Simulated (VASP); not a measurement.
# Sb in VASP: further runs

The runs below take Sb through single point, with LDA, PBE0.

All numbers are computed with VASP 6.6.1; they aren't measurements. Logs are shortened: lines on timing, memory, paths and dates and some standing lists are left out, and cuts for length are marked.

## (1) The cell of the first run

The typed cell holds 1 atom: a = 3.382 Å, b = 3.331 Å, c = 3.372 Å, α = 58.76°, β = 60.66°, γ = 59.68°.

## (2) Single point, LDA

Input file INCAR:

```
SYSTEM = Sb
PREC     = Accurate       ! precision mode
ENCUT    = 520            ! plane-wave cutoff, eV
EDIFF    = 1E-6           ! SCF threshold, eV
ISMEAR   = 0              ! smearing method
SIGMA    = 0.05           ! smearing width, eV
LREAL    = .False.        ! projectors in reciprocal space
LASPH    = .True.         ! aspherical terms in the spheres
NELM     = 100            ! most SCF steps
ALGO     = Normal         ! electronic algorithm
ISIF     = 2              ! what is computed and relaxed
LWAVE    = .False.        ! write WAVECAR
LCHARG   = .False.        ! write CHGCAR
NBANDS   = 8              ! bands
```

Input file KPOINTS:

```
regular mesh
0
Gamma
  7 7 7
  0 0 0
```

Input file POSCAR:

```
Sb
1.0
   -0.0167630000      2.3807070000      2.4016500000
    2.3697530000      0.0443490000      2.3405380000
    2.4096310000      2.3594730000      0.0044710000
Sb
1
Direct
   -0.0075380000      0.0130910000     -0.0107430000
```

Potentials or basis: VASP PAW LDA potentials, release 64 (Sb).

Launch:

```
> cat potpaw_LDA.64/Sb/POTCAR > POTCAR
> mpirun -np 1 vasp_std > vasp.out
```

OUTCAR:

```text
SYSTEM = Sb
   PREC = Accurate
   ENCUT = 520
   EDIFF = 1E-6
   ISMEAR = 0
   LREAL = .False.
   LASPH = .True.
   NELM = 100
   ISIF = 2

 ion  position               nearest neighbor table
   1  0.992  0.013  0.989-

  LATTYP: Found a triclinic cell.
 ALAT       =     5.8388054287
 B/A-ratio  =     0.5791785800
 C/A-ratio  =     2.3286727484
 COS(alpha) =     0.0005316146
 COS(beta)  =     0.4827991618
 COS(gamma) =     0.8703365527

  Lattice vectors:

 A1 = (  -2.4032790000,   4.7170650000,   2.4627620000)
 A2 = (  -0.0167630000,   2.3807070000,   2.4016500000)
 A3 = (  -9.4726600000,   6.8991420000,  -6.8949190000)

Analysis of symmetry for initial positions (statically):
=====================================================================
 Subroutine PRICEL returns:
 Original cell was already a primitive cell.

 Routine SETGRP: Setting up the symmetry group for a
 triclinic supercell.

 Subroutine GETGRP returns: Found  2 space group operations
 (whereof  1 operations were pure point group operations)
 out of a pool of  2 trial point group operations.

The static configuration has the point symmetry C_1 .
 The point group associated with its full space group is S_2 .

Analysis of symmetry for dynamics (positions and initial velocities):
=====================================================================
 Subroutine PRICEL returns:
 Original cell was already a primitive cell.

 Routine SETGRP: Setting up the symmetry group for a
 triclinic supercell.

 Subroutine GETGRP returns: Found  2 space group operations
 (whereof  1 operations were pure point group operations)
 out of a pool of  2 trial point group operations.

The dynamic configuration has the point symmetry C_1 .
 The point group associated with its full space group is S_2 .

 Subroutine INISYM returns: Found  2 space group operations
 (whereof  1 operations are pure point group operations),
 and found     1 'primitive' translations

----------------------------------------------------------------------------------------

                                     Primitive cell

  volume of cell :      26.6660

  direct lattice vectors                    reciprocal lattice vectors
    -0.016763000  2.380707000  2.401650000    -0.207089155  0.211101750  0.205674078
     2.369753000  0.044349000  2.340538000     0.212104767 -0.217024180  0.216612120
     2.409631000  2.359473000  0.004471000     0.204966095  0.214901120 -0.211596509

  length of vectors
     3.381711037  3.331038013  3.372455246     0.360210624  0.372838755  0.364645957

  position of ions in fractional coordinates (direct lattice)
     0.992462000  0.013091000  0.989257000

  ion indices of the primitive-cell ions
   primitive index   ion index
                 1           1

----------------------------------------------------------------------------------------

 KPOINTS: regular mesh

Automatic generation of k-mesh.
 Grid dimensions read from file:
 generate k-points for:    7    7    7

 Generating k-lattice:

  Cartesian coordinates                     Fractional coordinates (reciprocal lattice)
    -0.029584165  0.030157393  0.029382011     0.142857143 -0.000000000 -0.000000000
     0.030300681 -0.031003454  0.030944589     0.000000000  0.142857143  0.000000000
     0.029280871  0.030700160 -0.030228073     0.000000000  0.000000000  0.142857143

  Length of vectors
     0.051458661  0.053262679  0.052092280

  Shift w.r.t. Gamma in fractional coordinates (k-lattice)
     0.000000000  0.000000000  0.000000000

 Subroutine IBZKPT returns following result:
 ===========================================

 Found    172 irreducible k-points:

 Following reciprocal coordinates:
            Coordinates               Weight
  0.000000  0.000000  0.000000      1.000000
  0.142857  0.000000 -0.000000      2.000000
  0.285714  0.000000  0.000000      2.000000
  0.428571  0.000000  0.000000      2.000000
  0.000000  0.142857 -0.000000      2.000000
  0.142857  0.142857 -0.000000      2.000000
[... 16 lines left out ...]
 -0.428571  0.428571  0.000000      2.000000
 -0.285714  0.428571  0.000000      2.000000
 [... further k-points ...]
   k-points           NKPTS =    172   k-points in BZ     NKDIM =    172   number of bands    NBANDS=      8
   number of dos      NEDOS =    301   number of ions     NIONS =      1
   total plane-waves  NPLWV =  21952
   dimension x,y,z NGX =    28 NGY =   28 NGZ =   28
   dimension x,y,z NGXF=    56 NGYF=   56 NGZF=   56
   ions per type =               1
   NGX,Y,Z   is equivalent  to a cutoff of  13.76, 13.97, 13.80 a.u.
   NGXF,Y,Z  is equivalent  to a cutoff of  27.53, 27.95, 27.61 a.u.
 SYSTEM =  Sb
   PREC   = accura    normal or accurate (medium, high low for compatibility)
   ISTART =      0    job   : 0-new  1-cont  2-samecut
   ICHARG =      2    charge: 1-file 2-atom 10-const
   ISPIN  =      1    spin polarized calculation?
   LNONCOLLINEAR =      F non collinear calculations
   LSORBIT =      F    spin-orbit coupling
   LASPH  =      T    aspherical Exc in radial PAW
   ENCUT  =  520.0 eV  38.22 Ry    6.18 a.u.   6.29  6.19  6.27*2*pi/ulx,y,z
   NELM   =    100;   NELMIN=  2; NELMDL= -5     # of ELM steps
   EDIFF  = 0.1E-05   stopping-criterion for ELM
   LREAL  =      F    real-space projection
[... 7 lines left out ...]
   TEBEG  =    0.0;   TEEND  =   0.0 temperature during run
   PSTRESS=    0.0 pullay stress
   NELECT =       5.0000    total number of electrons
   NUPDOWN=      -1.0000    fix difference up-down
   EMIN   =  10.00;   EMAX   =-10.00  energy-range for DOS
   EFERMI =   0.00;   METHOD = LEGACY
   ISMEAR =     0;   SIGMA  =   0.05  broadening in eV -4-tet -1-fermi 0-gaus
   EFERMI_NEDOS =   21; number of points for ismear=-14 and -15
   IALGO  =     38    algorithm
   IMIX   =      4    mixing-type and parameters
     AMIX     =   0.40;   BMIX     =  1.00
     AMIX_MAG =   1.60;   BMIX_MAG =  1.00
  volume/ion in A,a.u.               =      26.67       179.95
  Fermi-wavevector in a.u.,A,eV,Ry     =   0.937013  1.770698 11.945823  0.877993
  Thomas-Fermi vector in A             =   2.064081
   LORBIT       =      0    0 simple, 1 ext, 2 COOP (PROOUT), +10 PAW based schemes
   GGA     = CA    functional components
   LHFCALC =     F    Hartree Fock is set to
   AEXX    =    0.0000 exact exchange contribution
   IVDW    =     0    specifies the selected vdW correction
   LEPSILON=     F    determine dielectric tensor
   LRPA    =     F    only Hartree local field effects (RPA)
 non-spin polarized calculation
 Gauss-broadening in eV      SIGMA  =   0.05
  energy-cutoff  :      520.00
  volume of cell :       26.67
 maximum number of plane-waves:       730
 NGX is ok and might be reduce to    28
   NGX = 13   NGY = 13   NGZ = 13

 number of electron       5.0000000 magnetization

 Free energy of the ion-electron system (eV)
  ---------------------------------------------------
  ext. energy  EPLUGINS =         0.00000000
  ---------------------------------------------------
  free energy    TOTEN  =        -4.51831172 eV

  energy without entropy =       -4.51673463  energy(sigma->0) =       -4.51752317

 E-fermi :   8.3258     XC(G=0): -10.4165

 val. band max:        8.3212561091   @ k =   0.4286   0.1429   0.4286
 cond. band min:       8.3333792889   @ k =  -0.1429   0.1429   0.2857
 fundamental gap:      0.0121231798
 Fermi energy:         8.3257782299

 k-point     1 :       0.0000    0.0000    0.0000
  band No.  band energies     occupation
      1      -4.4907      2.00000
      2      13.4994      0.00000
      3      13.7378      0.00000
      4      14.2034      0.00000
      5      17.9833      0.00000
      6      18.2072      0.00000
      7      18.7068      0.00000
      8      18.9301      0.00000

 k-point     2 :       0.1429    0.0000   -0.0000
  band No.  band energies     occupation
      1      -4.0995      2.00000
      2      10.5969      0.00000
      3      13.3292      0.00000
      4      13.7199      0.00000
      5      17.3738      0.00000
      6      18.7909      0.00000
      7      19.2823      0.00000
      8      20.7727      0.00000

 k-point     3 :       0.2857    0.0000    0.0000
  band No.  band energies     occupation
      1      -2.9568      2.00000
      2       6.4905      2.00000
      3      12.6547      0.00000
      4      13.0174      0.00000
      5      16.9335      0.00000
      6      18.3025      0.00000
      7      18.8327      0.00000
      8      19.8912      0.00000

 k-point     4 :       0.4286    0.0000    0.0000
  band No.  band energies     occupation
      1      -1.3398      2.00000
      2       3.2770      2.00000
      3      12.2306      0.00000
      4      12.6053      0.00000
      5      16.8538      0.00000
      6      17.5951      0.00000
      7      18.0735      0.00000
      8      18.6263      0.00000

 k-point     5 :       0.0000    0.1429   -0.0000
  band No.  band energies     occupation
      1      -4.0642      2.00000
      2      11.3588      0.00000
      3      13.0303      0.00000
      4      13.2058      0.00000
      5      16.9565      0.00000
      6      18.7610      0.00000
      7      18.9803      0.00000
      8      20.5463      0.00000
[... 177 lines left out ...]
 k-point    22 :       0.4286    0.4286    0.0000
  band No.  band energies     occupation
      1       0.1078      2.00000
      2       4.6010      2.00000
      3       8.8760      0.00000
      4       9.1710      0.00000
      5      12.8753      0.00000
      6      13.3126      0.00000
      7      24.5342      0.00000
      8      24.9868      0.00000

 k-point    23 :      -0.4286    0.4286    0.0000
  band No.  band energies     occupation
      1       0.9957      2.00000
      2       3.8873      2.00000
      3       7.1295      2.00000
      4       9.0334      0.00000
      5      13.0382      0.00000
      6      15.5227      0.00000
      7      23.8805      0.00000
      8      24.4305      0.00000

 k-point    24 :      -0.2857    0.4286    0.0000
  band No.  band energies     occupation
      1       0.5960      2.00000
      2       4.0794      2.00000
      3       6.5040      2.00000
      4       9.9200      0.00000
      5      13.8573      0.00000
      6      19.3262      0.00000
      7      21.0417      0.00000
      8      22.0286      0.00000

 [... further k-points ...]

------------------------ aborting loop because EDIFF is reached ----------------------------------------

  FORCE on cell =-STRESS in cart. coord.  units (eV):
  Direction    XX          YY          ZZ          XY          YZ          ZX
  --------------------------------------------------------------------------------------
  -------------------------------------------------------------------------------------
  Total       -0.2733023     -0.5384968     -0.5572175      0.1690489      0.2709821      0.0221667
  in kB      -16.4208694    -32.3545967    -33.4793935     10.1569909     16.2814608      1.3318445
  external PRESSURE =     -27.4182865 kB  Pullay stress =       0.0000000 kB

 VOLUME and BASIS-vectors are now :
 -----------------------------------------------------------------------------
  energy-cutoff  :      520.00
  volume of cell :       26.67
      direct lattice vectors                 reciprocal lattice vectors
    -0.016763000  2.380707000  2.401650000    -0.207089155  0.211101750  0.205674078
     2.369753000  0.044349000  2.340538000     0.212104767 -0.217024180  0.216612120
     2.409631000  2.359473000  0.004471000     0.204966095  0.214901120 -0.211596509

 POSITION                                       TOTAL-FORCE (eV/Angst)
 -----------------------------------------------------------------------------------
      2.39813      4.69747      2.41861        -0.000000     -0.000000      0.000000
 -----------------------------------------------------------------------------------
    total drift:                                0.000002     -0.000001      0.000000

  FREE ENERGIE OF THE ION-ELECTRON SYSTEM (eV)
  ---------------------------------------------------
  free  energy   TOTEN  =        -4.5183117183 eV

  energy  without entropy=       -4.5167346268  energy(sigma->0) =       -4.51752317
```

Run time: 26 s. Hardware: 1 thread of Intel Xeon 8259CL, shared host; peak memory 0.17 GiB.

What came out:

* Free energy: -4.5183 eV
* Pressure: -2.7 GPa
* Band gap on the k mesh: zero (an odd number of electrons rules out a gap without spin polarisation)

Caveat: spin-orbit coupling is left out, which moves the levels of the heavy elements.

## (3) Single point, LDA

Input file INCAR:

```
  PREC = Accurate
  ENCUT = 520
  EDIFF = 1E-6
  ISMEAR = 0
  SIGMA = 0.025
  LREAL = F
  LASPH = T
  NELM = 100
  ALGO = Normal
  ISIF = 2
  LWAVE = F
  LCHARG = T
  GGA = CA
  LELF = T
  LVHAR = T
  NBANDS = 8
```

Input file KPOINTS:

```
regular mesh
0
Gamma
  7 7 7
```

POSCAR is that of step 2.

Potentials or basis: VASP PAW LDA potentials, release 64 (Sb).

Launch:

```
> cat potpaw_LDA.64/Sb/POTCAR > POTCAR
> mpirun -np 1 vasp_std > vasp.out
```

It took 28 s on 1 thread of Intel Xeon 8259CL, shared host; peak memory 0.17 GiB.

The run converged. Its results:

* Free energy: -4.5177 eV
* Pressure: -2.7 GPa
* Band gap on the k mesh: zero (an odd number of electrons rules out a gap without spin polarisation)

Stress tensor (GPa, compression positive):
```
-1.52  1.09  0.18
 1.09 -3.34  1.74
 0.18  1.74 -3.31
```

Levels at points of the mesh, in eV from the Fermi level:
```csv
k point,band 1,band 2,band 3,band 4,band 5,band 6
"(0.00, 0.00, 0.00)",-12.82,5.17,5.41,5.88,9.66,9.88
```

Caveat: spin-orbit coupling is left out, which moves the levels of the heavy elements.

(Part 1 of 3 ends here.)
